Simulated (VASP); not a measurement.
# Ni (I4/mmm) in VASP: single point with PBE

Aim: the single point of Ni with PBE.

All numbers are computed with VASP 6.6.1; they aren't measurements. Logs are shortened: lines on timing, memory, paths and dates and some standing lists are left out, and cuts for length are marked.

## Step 1: The cell of the first run

It takes space group I4/mmm (No. 139, tetragonal). Conventional cell: a = 2.675 Å, b = 2.675 Å, c = 2.961 Å, α = 90.00°, β = 90.00°, γ = 90.00°. Ni (site symmetry 4/mmm) has 14 Ni at 2.40 to 2.96 Å within 3.2 Å.

## Step 2: Single point, PBE, collinear spin, ferromagnetic start (stretched by +7 % along [0.0, 0.0, 1.0] at fixed volume)

File INCAR:

```
ALGO = Normal
EDIFF = 1E-7
ENCUT = 520
GGA = PE
ISIF = 2
ISMEAR = -1
ISPIN = 2
LASPH = T
LCHARG = T
LELF = T
LMAXMIX = 4
LORBIT = 11
LREAL = F
LVHAR = T
LWAVE = F
MAGMOM = 1.5
NBANDS = 15
NELM = 150
PREC = Accurate
SIGMA = 0.05
```

File KPOINTS:

```
k-points
0
Gamma
  16 16 16
```

File POSCAR:

```
Ni
1.0
   -1.3376882352      1.3376882352      1.4805755529
    1.3376882352     -1.3376882352      1.4805755529
    1.3376882352      1.3376882352     -1.4805755529
Ni
1
Direct
    0.0000000000      0.0000000000      0.0000000000
```

Potentials or basis: VASP PAW PBE potentials, release 64 (Ni).

Started as:

```bash
cat potpaw_PBE.64/Ni/POTCAR > POTCAR
mpirun -np 1 vasp_std > vasp.out
```

OUTCAR:

```text
EDIFF = 1E-7
   ENCUT = 520
   GGA = PE
   ISIF = 2
   ISMEAR = -1
   ISPIN = 2
   LASPH = T
   LORBIT = 11
   LREAL = F
   NELM = 150
   PREC = Accurate

 ion  position               nearest neighbor table
   1  0.000  0.000  0.000-

  LATTYP: Found a body centered tetragonal cell.
 ALAT       =     2.6753764704
 C/A-ratio  =     1.1068166064

  Lattice vectors:

 A1 = (  -1.3376882352,   1.3376882352,   1.4805755529)
 A2 = (   1.3376882352,  -1.3376882352,   1.4805755529)
 A3 = (   1.3376882352,   1.3376882352,  -1.4805755529)

Analysis of symmetry for initial positions (statically):
=====================================================================
 Subroutine PRICEL returns:
 Original cell was already a primitive cell.

 Routine SETGRP: Setting up the symmetry group for a
 body centered tetragonal supercell.

 Subroutine GETGRP returns: Found 16 space group operations
 (whereof 16 operations were pure point group operations)
 out of a pool of 16 trial point group operations.

The static configuration has the point symmetry D_4h.

Analysis of symmetry for dynamics (positions and initial velocities):
=====================================================================
 Subroutine PRICEL returns:
 Original cell was already a primitive cell.

 Routine SETGRP: Setting up the symmetry group for a
 body centered tetragonal supercell.

 Subroutine GETGRP returns: Found 16 space group operations
 (whereof 16 operations were pure point group operations)
 out of a pool of 16 trial point group operations.

The dynamic configuration has the point symmetry D_4h.

Analysis of structural, dynamic, and magnetic symmetry:
=====================================================================
 Subroutine PRICEL returns:
 Original cell was already a primitive cell.

 Routine SETGRP: Setting up the symmetry group for a
 body centered tetragonal supercell.

 Subroutine GETGRP returns: Found 16 space group operations
 (whereof 16 operations were pure point group operations)
 out of a pool of 16 trial point group operations.

The overall configuration has the point symmetry D_4h.

 Subroutine INISYM returns: Found 16 space group operations
 (whereof 16 operations are pure point group operations),
 and found     1 'primitive' translations

----------------------------------------------------------------------------------------

                                     Primitive cell

  volume of cell :      10.5974

  direct lattice vectors                    reciprocal lattice vectors
    -1.337688235  1.337688235  1.480575553     0.000000000  0.373779171  0.337706508
     1.337688235 -1.337688235  1.480575553     0.373779171  0.000000000  0.337706508
     1.337688235  1.337688235 -1.480575553     0.373779171  0.373779171  0.000000000

  length of vectors
     2.402274671  2.402274671  2.402274671     0.503742548  0.503742548  0.528603573

  position of ions in fractional coordinates (direct lattice)
     0.000000000  0.000000000  0.000000000

  ion indices of the primitive-cell ions
   primitive index   ion index
                 1           1

----------------------------------------------------------------------------------------

 KPOINTS: k-points

Automatic generation of k-mesh.
 Grid dimensions read from file:
 generate k-points for:   16   16   16

 Generating k-lattice:

  Cartesian coordinates                     Fractional coordinates (reciprocal lattice)
     0.000000000  0.023361198  0.021106657     0.062500000  0.000000000 -0.000000000
     0.023361198  0.000000000  0.021106657     0.000000000  0.062500000 -0.000000000
     0.023361198  0.023361198  0.000000000     0.000000000  0.000000000  0.062500000

  Length of vectors
     0.031483909  0.031483909  0.033037723

  Shift w.r.t. Gamma in fractional coordinates (k-lattice)
     0.000000000  0.000000000  0.000000000

 Subroutine IBZKPT returns following result:
 ===========================================

 Found    349 irreducible k-points:

 Following reciprocal coordinates:
            Coordinates               Weight
  0.000000  0.000000  0.000000      1.000000
  0.062500  0.000000 -0.000000      8.000000
  0.125000  0.000000 -0.000000      8.000000
  0.187500  0.000000 -0.000000      8.000000
  0.250000  0.000000 -0.000000      8.000000
  0.312500  0.000000 -0.000000      8.000000
[... 16 lines left out ...]
 -0.125000  0.062500  0.000000     16.000000
 -0.062500  0.062500  0.000000      4.000000
 [... further k-points ...]
   k-points           NKPTS =    349   k-points in BZ     NKDIM =    349   number of bands    NBANDS=     15
   number of dos      NEDOS =    301   number of ions     NIONS =      1
   total plane-waves  NPLWV =   5832
   dimension x,y,z NGX =    18 NGY =   18 NGZ =   18
   dimension x,y,z NGXF=    36 NGYF=   36 NGZF=   36
   ions per type =               1
   NGX,Y,Z   is equivalent  to a cutoff of  12.46, 12.46, 12.46 a.u.
   NGXF,Y,Z  is equivalent  to a cutoff of  24.91, 24.91, 24.91 a.u.
 SYSTEM =  unknown system
   PREC   = accura    normal or accurate (medium, high low for compatibility)
   ISTART =      0    job   : 0-new  1-cont  2-samecut
   ICHARG =      2    charge: 1-file 2-atom 10-const
   ISPIN  =      2    spin polarized calculation?
   LNONCOLLINEAR =      F non collinear calculations
   LSORBIT =      F    spin-orbit coupling
   LASPH  =      T    aspherical Exc in radial PAW
   ENCUT  =  520.0 eV  38.22 Ry    6.18 a.u.   4.47  4.47  4.47*2*pi/ulx,y,z
   NELM   =    150;   NELMIN=  2; NELMDL= -5     # of ELM steps
   EDIFF  = 0.1E-06   stopping-criterion for ELM
   LREAL  =      F    real-space projection
   EDIFFG = 0.1E-05   stopping-criterion for IOM
   NSW    =      0    number of steps for IOM
   IBRION =     -1    ionic relax: 0-MD 1-quasi-New 2-CG
   NFREE  =      0    steps in history (QN), initial steepest desc. (CG)
   ISIF   =      2    stress and relaxation
   ISYM   =      2    0-nonsym 1-usesym 2-fastsym
   POTIM  = 0.5000    time-step for ionic-motion
   TEBEG  =    0.0;   TEEND  =   0.0 temperature during run
   PSTRESS=    0.0 pullay stress
   NELECT =      10.0000    total number of electrons
   NUPDOWN=      -1.0000    fix difference up-down
   EMIN   =  10.00;   EMAX   =-10.00  energy-range for DOS
   EFERMI =   0.00;   METHOD = LEGACY
   ISMEAR =    -1;   SIGMA  =   0.05  broadening in eV -4-tet -1-fermi 0-gaus
   EFERMI_NEDOS =   21; number of points for ismear=-14 and -15
   IALGO  =     38    algorithm
   IMIX   =      4    mixing-type and parameters
     AMIX     =   0.40;   BMIX     =  1.00
     AMIX_MAG =   1.60;   BMIX_MAG =  1.00
  volume/ion in A,a.u.               =      10.60        71.51
  Fermi-wavevector in a.u.,A,eV,Ry     =   1.605738  3.034405 35.081190  2.578395
  Thomas-Fermi vector in A             =   2.702037
   LORBIT       =     11    0 simple, 1 ext, 2 COOP (PROOUT), +10 PAW based schemes
   GGA     = PE    functional components
   LHFCALC =     F    Hartree Fock is set to
   AEXX    =    0.0000 exact exchange contribution
   IVDW    =     0    specifies the selected vdW correction
   LEPSILON=     F    determine dielectric tensor
   LRPA    =     F    only Hartree local field effects (RPA)
 spin polarized calculation
  energy-cutoff  :      520.00
  volume of cell :       10.60
 maximum number of plane-waves:       295
 NGX is ok and might be reduce to    18
   NGX =  9   NGY =  9   NGZ =  9

 number of electron      10.0000000 magnetization       1.5000000

 number of electron       9.9999986 magnetization       0.5719052

 Free energy of the ion-electron system (eV)
  ---------------------------------------------------
  ext. energy  EPLUGINS =         0.00000000
  ---------------------------------------------------
  free energy    TOTEN  =        -5.39269517 eV

  energy without entropy =       -5.37946428  energy(sigma->0) =       -5.38607973

 E-fermi :   9.6469     XC(G=0): -13.4070

 val. band max:        9.6451599376   @ k =   0.3750   0.3750   0.0625
 cond. band min:       9.6518462450   @ k =  -0.4375   0.2500  -0.0000
 fundamental gap:      0.0066863074
 Fermi energy:         9.6469071214

 spin component 1

 k-point     1 :       0.0000    0.0000    0.0000
  band No.  band energies     occupation
      1       0.5574      1.00000
      2       7.1228      1.00000
      3       7.1228      1.00000
      4       7.6268      1.00000
      5       8.3276      1.00000
      6       8.9219      1.00000
      7      34.9972      0.00000
      8      36.9358      0.00000
      9      36.9358      0.00000
     10      40.7398      0.00000
     11      40.7631      0.00000
     12      42.2245      0.00000
     13      42.2245      0.00000
     14      42.2985      0.00000
[... 401 lines left out ...]
      2       7.0733      1.00000
      3       7.2015      1.00000
      4       7.6119      1.00000
      5       8.3461      1.00000
      6       8.8883      1.00000
      7      34.7631      0.00000
      8      35.9370      0.00000
      9      36.1346      0.00000
     10      38.8188      0.00000
     11      40.8960      0.00000
     12      41.4085      0.00000
     13      42.8159      0.00000
     14      43.6429      0.00000
     15      44.2637      0.00000

 [... further k-points ...]

 spin component 2

 k-point     1 :       0.0000    0.0000    0.0000
  band No.  band energies     occupation
      1       0.5402      1.00000
      2       7.8293      1.00000
      3       7.8293      1.00000
      4       8.2464      1.00000
      5       8.9188      1.00000
      6       9.3962      0.99340
      7      34.8802      0.00000
      8      36.8480      0.00000
      9      36.8480      0.00000
     10      40.7339      0.00000
     11      40.8529      0.00000
     12      42.1994      0.00000
     13      42.3834      0.00000
     14      42.3835      0.00000
[... 401 lines left out ...]
      2       7.7760      1.00000
      3       7.9107      1.00000
      4       8.2290      1.00000
      5       8.9381      1.00000
      6       9.3612      0.99671
      7      34.6741      0.00000
      8      35.8525      0.00000
      9      36.0759      0.00000
     10      38.9578      0.00000
     11      40.8634      0.00000
     12      41.5630      0.00000
     13      42.9511      0.00000
     14      43.6036      0.00000
     15      44.3915      0.00000

 [... further k-points ...]

------------------------ aborting loop because EDIFF is reached ----------------------------------------

  FORCE on cell =-STRESS in cart. coord.  units (eV):
  Direction    XX          YY          ZZ          XY          YZ          ZX
  --------------------------------------------------------------------------------------
  -------------------------------------------------------------------------------------
  Total        0.3164776      0.3164776      0.8022600      0.0000000     -0.0000000      0.0000000
  in kB       47.8468319     47.8468319    121.2900969      0.0000000     -0.0000000      0.0000000
  external PRESSURE =      72.3279203 kB  Pullay stress =       0.0000000 kB

 VOLUME and BASIS-vectors are now :
 -----------------------------------------------------------------------------
  energy-cutoff  :      520.00
  volume of cell :       10.60
      direct lattice vectors                 reciprocal lattice vectors
    -1.337688235  1.337688235  1.480575553     0.000000000  0.373779171  0.337706508
     1.337688235 -1.337688235  1.480575553     0.373779171  0.000000000  0.337706508
     1.337688235  1.337688235 -1.480575553     0.373779171  0.373779171  0.000000000

 POSITION                                       TOTAL-FORCE (eV/Angst)
 -----------------------------------------------------------------------------------
      0.00000      0.00000      0.00000         0.000000      0.000000     -0.000000
 -----------------------------------------------------------------------------------
    total drift:                                0.000000     -0.000000      0.000000

  FREE ENERGIE OF THE ION-ELECTRON SYSTEM (eV)
  ---------------------------------------------------
  free  energy   TOTEN  =        -5.3926951733 eV

  energy  without entropy=       -5.3794642794  energy(sigma->0) =       -5.38607973

 total charge

# of ion       s       p       d       tot
------------------------------------------
    1        0.505   0.514   8.343   9.362

 magnetization (x)

# of ion       s       p       d       tot
------------------------------------------
    1       -0.004  -0.019   0.603   0.579
```

Run time: 3.6 min. Hardware: 1 thread of AMD EPYC 7R43 (Zen 3), shared host; peak memory 0.15 GiB.

Results:

| Quantity | Value |
| --- | --- |
| Free energy | -5.3927 eV |
| Pressure | 7.2 GPa |
| Net moment | 0.57 μB per cell |
| Site moments | Ni +0.58 μB |
| Valence electrons inside the program's atomic spheres | Ni 9.36 |

Levels at points of the mesh, in eV from the Fermi level:
Spin up:
| k point | band 2 | band 3 | band 4 | band 5 | band 6 | band 7 | band 8 | band 9 |
| --- | --- | --- | --- | --- | --- | --- | --- | --- |
| (0.00, 0.00, 0.00) | -2.52 | -2.52 | -2.02 | -1.32 | -0.73 | 25.35 | 27.29 | 27.29 |
| (0.50, 0.00, 0.00) | -3.10 | -1.36 | -0.73 | -0.13 | -0.01 | 6.32 | 20.25 | 21.60 |
| (0.50, 0.50, 0.00) | -3.74 | -0.69 | -0.66 | -0.05 | 0.83 | 7.47 | 17.79 | 18.43 |
| (0.50, 0.50, 0.50) | -4.33 | -0.36 | -0.28 | -0.28 | 7.37 | 11.35 | 11.35 | 14.29 |
Spin down:
```
           k point  band 3  band 4  band 5  band 6  band 7  band 8
(0.00, 0.00, 0.00)   -1.82   -1.40   -0.73   -0.25   25.23   27.20
(0.50, 0.00, 0.00)   -0.82   -0.14   -0.05    0.63    6.70   20.17
(0.50, 0.50, 0.00)   -0.13   -0.06    0.77    0.79    7.77   17.75
(0.50, 0.50, 0.50)    0.32    0.53    0.53    7.38   11.38   11.38
```
